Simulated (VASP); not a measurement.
# ZnSe (P4/nmm) in VASP: a series of runs, part 2 of 2

VASP 6.6.1. Earlier steps stand in the parts before.

### 4 Single point, PBEsol (atoms shifted along a free coordinate)

The input, INCAR:

```
SYSTEM = ZnSe
PREC = Accurate
ENCUT = 520
EDIFF = 1E-6
ISMEAR = 0
SIGMA = 0.05
LREAL = .FALSE.
LASPH = .TRUE.
NELM = 60
ALGO = Normal
ISIF = 2
LWAVE = .FALSE.
LCHARG = .TRUE.
GGA = PS
LELF = .TRUE.
LVHAR = .TRUE.
NBANDS = 26
```

The input, KPOINTS:

```
Automatic mesh
0
G
  8 8 6
  0 0 0
```

The input, POSCAR:

```
ZnSe
1.0
    4.0878057515      0.0000000000      0.0000000000
    0.0000000000      4.0878057515      0.0000000000
    0.0000000000      0.0000000000      5.6133527882
Zn Se
2 2
Direct
    0.0000000000      0.0000000000      0.0000000000
    0.5000000000      0.5000000000      0.0000000000
    0.0000000000      0.5000000000      0.2139048092
    0.5000000000      0.0000000000      0.7860951908
```

Potentials or basis: VASP PAW PBE potentials, release 64 (Zn, Se).

Launch:

```sh
$ cat potpaw_PBE.64/Zn/POTCAR potpaw_PBE.64/Se/POTCAR > POTCAR
$ mpirun -np 1 vasp_std > vasp.out
```

OUTCAR:

```text
SYSTEM = ZnSe
   PREC = Accurate
   ENCUT = 520
   EDIFF = 1E-6
   ISMEAR = 0
   LREAL = .FALSE.
   LASPH = .TRUE.
   NELM = 60
   ISIF = 2
   GGA = PS

 ion  position               nearest neighbor table
   1  0.000  0.000  0.000-   3 2.37   4 2.37   3 2.37   4 2.37   2 2.89   2 2.89   2 2.89   2 2.89

   2  0.500  0.500  0.000-   3 2.37   4 2.37   4 2.37   3 2.37   1 2.89   1 2.89   1 2.89   1 2.89

   3  0.000  0.500  0.214-   1 2.37   2 2.37   1 2.37   2 2.37
   4  0.500  0.000  0.786-   1 2.37   2 2.37   2 2.37   1 2.37

  LATTYP: Found a simple tetragonal cell.
[... 898 lines left out ...]
  --------------------------------------------------------------------------------------
  -------------------------------------------------------------------------------------
  Total        5.8266772      5.8266772      5.8920922      0.0000000      0.0000000      0.0000000
  in kB       99.5242020     99.5242020    100.6415411      0.0000000      0.0000000      0.0000000
  external PRESSURE =      99.8966484 kB  Pullay stress =       0.0000000 kB

 VOLUME and BASIS-vectors are now :
 -----------------------------------------------------------------------------
  energy-cutoff  :      520.00
  volume of cell :       93.80
      direct lattice vectors                 reciprocal lattice vectors
     4.087805752  0.000000000  0.000000000     0.244630019  0.000000000  0.000000000
     0.000000000  4.087805752  0.000000000     0.000000000  0.244630019  0.000000000
     0.000000000  0.000000000  5.613352788     0.000000000  0.000000000  0.178146651

 POSITION                                       TOTAL-FORCE (eV/Angst)
 -----------------------------------------------------------------------------------
      0.00000      0.00000      0.00000         0.000000      0.000000      0.000000
      2.04390      2.04390      0.00000         0.000000     -0.000000      0.000000
      0.00000      2.04390      1.20072         0.000000     -0.000000      2.591541
      2.04390      0.00000      4.41263         0.000000      0.000000     -2.591541
 -----------------------------------------------------------------------------------
    total drift:                                0.000000      0.000000      0.000000

  FREE ENERGIE OF THE ION-ELECTRON SYSTEM (eV)
  ---------------------------------------------------
  free  energy   TOTEN  =       -12.2070090651 eV

  energy  without entropy=      -12.2070090651  energy(sigma->0) =      -12.20700907
```

stdout:

```text
POSCAR found type information on POSCAR ZnSe
 POSCAR found :  2 types and       4 ions
 scaLAPACK will be used
 -----------------------------------------------------------------------------
|                                                                             |
|                                                                             |
|     You enforced a specific xc type in the INCAR file but a different       |
|     I HOPE YOU KNOW WHAT YOU ARE DOING!                                     |
|                                                                             |
 -----------------------------------------------------------------------------

 LDA part: xc-table for (Slater+PW92), standard interpolation
 POSCAR, INCAR and KPOINTS ok, starting setup
 FFT: planning ... GRIDC
 FFT: planning ... GRID_SOFT
 FFT: planning ... GRID
 WAVECAR not read
 entering main loop
```

Wall time 3.1 min (1 thread of AMD EPYC 7R13, shared host); peak memory 0.23 GiB.

Results:

| Quantity | Value |
| --- | --- |
| Free energy | -12.2070 eV |
| Pressure | 10.0 GPa |
| Largest force | 2.592 eV/Å |
| Band gap on the k mesh | 1.01 eV |

Forces in eV/Å, atoms in the order of the input:
```
Zn   0.000  0.000  0.000
Zn   0.000  0.000  0.000
Se   0.000  0.000  2.592
Se   0.000  0.000 -2.592
```

Caveat: the cell differs from its parent crystal (atoms shifted along a free coordinate); the cell stands under pressure; the PAW data sets were made with another functional, which shifts forces and pressure a little.

### 5 Single point, PBEsol (atoms shifted along a free coordinate)

The input, INCAR:

```
SYSTEM = ZnSe
  ALGO = Normal
  EDIFF = 1E-6
  ENCUT = 520
  GGA = PS
  ISIF = 2
  ISMEAR = 0
  LASPH = .TRUE.
  LCHARG = .TRUE.
  LELF = .TRUE.
  LREAL = .FALSE.
  LVHAR = .TRUE.
  LWAVE = .FALSE.
  NBANDS = 26
  NELM = 100
  PREC = Accurate
  SIGMA = 0.05
```

The input, KPOINTS:

```
k-points
0
G
  8 8 6
  0 0 0
```

Edit POSCAR of step 4 so:

```diff
@@ -10,3 +10,3 @@
     0.5000000000      0.5000000000      0.0000000000
-    0.0000000000      0.5000000000      0.2139048092
-    0.5000000000      0.0000000000      0.7860951908
+    0.0000000000      0.5000000000      0.2862553369
+    0.5000000000      0.0000000000      0.7137446631
```

Launch:

```sh
$ cat potpaw_PBE.64/Zn/POTCAR potpaw_PBE.64/Se/POTCAR > POTCAR
$ mpirun -np 1 vasp_std > vasp.out
```

Wall time 2.7 min (1 thread of AMD EPYC 7R13, shared host); peak memory 0.23 GiB.

Results (log left out):

```
Free energy            : -12.6973 eV
Pressure               : -5.3 GPa
Largest force          : 1.237 eV/Å
Band gap on the k mesh : 1.28 eV
```

Forces on the atoms (eV/Å):
```
Zn   0.000  0.000  0.000
Zn   0.000  0.000  0.000
Se   0.000  0.000 -1.237
Se   0.000  0.000  1.237
```

Stress tensor (GPa, compression positive):
```
-4.53  0.00  0.00
 0.00 -4.53  0.00
 0.00  0.00 -6.75
```

Levels at points of the mesh, in eV from the valence-band top:
```csv
k point,band 14,band 15,band 16,band 17,band 18,band 19,band 20,band 21,band 22,band 23
"(0.00, 0.00, 0.00)",-2.26,-2.26,-0.43,0.00,0.00,1.28,1.80,2.89,5.01,5.01
"(0.50, 0.00, 0.00)",-4.45,-2.26,-2.26,-0.89,-0.89,3.48,3.48,4.89,4.89,6.41
"(0.50, 0.50, 0.00)",-4.38,-2.34,-2.34,-1.96,-1.96,2.49,2.49,2.50,2.50,9.90
"(0.00, 0.00, 0.50)",-1.80,-1.80,-1.70,-0.77,-0.77,2.05,3.23,3.75,4.69,5.89
"(0.50, 0.00, 0.50)",-5.19,-0.82,-0.82,-0.80,-0.80,1.99,1.99,5.57,5.57,5.59
"(0.50, 0.50, 0.50)",-3.99,-3.03,-3.03,-2.81,-2.81,4.42,4.42,4.43,4.43,7.78
```

Caveat: the cell differs from its parent crystal (atoms shifted along a free coordinate); the cell stands under tension; the PAW data sets were made with another functional, which shifts forces and pressure a little.

### 6 The runs side by side

```csv
cell,gap on the mesh (eV),pressure (GPa),largest force (eV/Å)
"a = 4.026, b = 4.026, c = 5.529 Å, 4 atoms, atomic positions A",0.96,-5.7,1.70
"a = 4.026, b = 4.026, c = 5.529 Å, 4 atoms, atomic positions B",1.72,0.3,0.06
"a = 4.088, b = 4.088, c = 5.613 Å, 4 atoms, atomic positions C",1.01,10.0,2.59
"a = 4.088, b = 4.088, c = 5.613 Å, 4 atoms, atomic positions D",1.28,-5.3,1.24
```

Alike in all rows: task single point; level PBEsol; potentials or basis VASP PAW PBE potentials, release 64 (Zn, Se); no spin polarisation; k mesh 8 × 8 × 6; cutoff (eV) 520; smearing gaussian 0.05 eV.

Caveats: the PAW data sets were made with another functional, which shifts forces and pressure a little; the cell stands under tension (at least some runs); the cell stands under pressure (at least some runs).

Total energies depend on the potentials used, so only differences within one code and one set of settings carry meaning.
